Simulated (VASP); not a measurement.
## MnSi (rocksalt type): single point with PBE

MnSi (rocksalt type):

```
Mn Si
1.0
     0.00000    2.45437    2.45437
     2.45437    0.00000    2.45437
     2.45437    2.45437    0.00000
Mn Si
1 1
Direct
  0.00000 0.00000 0.00000
  0.50000 0.50000 0.50000
```

This cell differs from its parent crystal: volume scaled by 1.04.

- Program: VASP 6.6.1
- Task: single point
- Functional: PBE
- Potentials or basis: VASP PAW PBE potentials, release 64 (Mn_pv, Si)
- Cutoff: 520 eV
- k mesh: 15 × 15 × 15
- Occupations: fermi-dirac, width 0.05 eV
- Spin: collinear spin, ferromagnetic start
- Starting moments: [4.0, 0.0] μB
- Dipole correction: no
- Further INCAR settings: ALGO = Normal; EDIFF = 1e-07; NBANDS = 20

```
Pressure                                              : -3.2 GPa
Net moment                                            : 2.63 μB per cell
Site moments                                          : Mn +2.73; Si -0.12 μB
Valence electrons inside the program's atomic spheres : Mn 11.72; Si 1.67
```

Levels at points of the mesh, in eV from the Fermi level:
Spin up:
| k point | band 8 | band 9 | band 10 | band 11 | band 12 | band 13 |
| --- | --- | --- | --- | --- | --- | --- |
| (0.00, 0.00, 0.00) | -2.22 | -2.22 | 3.52 | 3.52 | 3.52 | 9.94 |
Spin down:
```tsv
k point	band 3	band 4	band 5	band 6	band 7	band 8	band 9	band 10	band 11	band 12
(0.00, 0.00, 0.00)	-46.54	-11.29	-0.46	-0.46	-0.22	-0.22	-0.22	3.39	3.39	3.39
```

Run time: 97 s on 1 thread of Intel(R) Xeon(R) Platinum 8488C (Sapphire Rapids), with other jobs on the host, peak memory 0.24 GiB.
